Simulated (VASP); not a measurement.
Wanted: the native input for a VASP 6.6.1 run.

```yaml
Task: single point
Functional: PBEsol
Potentials_or_basis: VASP PAW PBE potentials, release 64 (I, Mg)
Cutoff: 520 eV
k_mesh: 8 × 8 × 4
Occupations: fermi-dirac, width 0.05 eV
Spin: no spin polarisation
Dipole_correction: no
Further_INCAR_settings: ALGO = Normal; EDIFF = 1e-06; NBANDS = 15
```

The structure of MgI2 lies in POSCAR:

```
MgI2
1.0
    4.2211970848      0.0000000000      0.0000000000
   -2.1105985424      3.6556639099      0.0000000000
    0.0000000000      0.0000000000      7.0149362183
I Mg
2 1
Direct
    0.6666666667      0.3333333333      0.7500000000
    0.3333333333      0.6666666667      0.2500000000
    0.0000000000      0.0000000000      0.0000000000
```

One way to write it, as run:

INCAR

```
PREC = Accurate
ENCUT = 520
EDIFF = 1E-6
ISMEAR = -1
SIGMA = 0.05
LREAL = False
LASPH = True
NELM = 100
ALGO = Normal
ISIF = 2
LWAVE = False
LCHARG = False
GGA = PS
NBANDS = 15
```

KPOINTS

```
Automatic mesh
0
Gamma
  8 8 4
```

Potentials or basis: VASP PAW PBE potentials, release 64 (I, Mg).

Command:

```bash
$ cat potpaw_PBE.64/I/POTCAR potpaw_PBE.64/Mg/POTCAR > POTCAR
$ mpirun -np 1 vasp_std > vasp.out
```

It gave:

```yaml
Pressure: -2.3 GPa
Largest_force: 0.525 eV/Å
Band_gap_on_the_k_mesh: 3.29 eV
```

Caveat: the PAW data sets were made with another functional, which shifts forces and pressure a little; spin-orbit coupling is left out, which moves the levels of the heavy elements; this functional lacks dispersion, which binds the layers, so the pressure and a relaxed spacing across them are unreliable.

Wall time 64 s on 1 thread of Intel Xeon 8259CL (shared host), peak memory 0.25 GiB.
